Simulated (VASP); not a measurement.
# Sr: single point with LDA

Crystal: Sr.

```
Sr
1.0
    -2.27915    2.27915    2.27915
     2.27915   -2.27915    2.27915
     2.27915    2.27915   -2.27915
Sr
1
Direct
  0.00000 0.00000 0.00000
```

This isn't the form of Sr at room conditions, which is fcc.

| Property | Result |
| --- | --- |
| Program | VASP 6.6.1 |
| Task | single point |
| Functional | LDA |
| Potentials or basis | VASP PAW LDA potentials, release 64 (Sr_sv) |
| Cutoff | 520 eV |
| k mesh | 12 × 12 × 12 |
| Occupations | fermi-dirac, width 0.1 eV |
| Spin | no spin polarisation |
| Dipole correction | no |
| Further INCAR settings | ALGO = Normal; EDIFF = 1e-06; NBANDS = 11 |

The pressure is 0.1 GPa and the band gap on the k mesh is zero (bands 5 and 6 overlap by 0.76 eV).

Levels at points of the mesh, in eV from the Fermi level:
| k point | band 2 | band 3 | band 4 | band 5 | band 6 | band 7 | band 8 | band 9 |
| --- | --- | --- | --- | --- | --- | --- | --- | --- |
| (0.00, 0.00, 0.00) | -18.07 | -18.07 | -18.07 | -3.83 | 2.48 | 2.48 | 2.48 | 4.03 |
| (0.50, 0.00, 0.00) | -18.41 | -18.18 | -18.07 | -1.10 | 0.59 | 1.17 | 3.87 | 4.61 |
| (0.50, 0.50, 0.50) | -18.31 | -18.31 | -18.31 | -0.32 | -0.32 | 4.32 | 4.32 | 4.32 |

It took 26 s on 1 thread of Intel(R) Xeon(R) Platinum 8488C (Sapphire Rapids), on a shared host, peak memory 0.16 GiB.
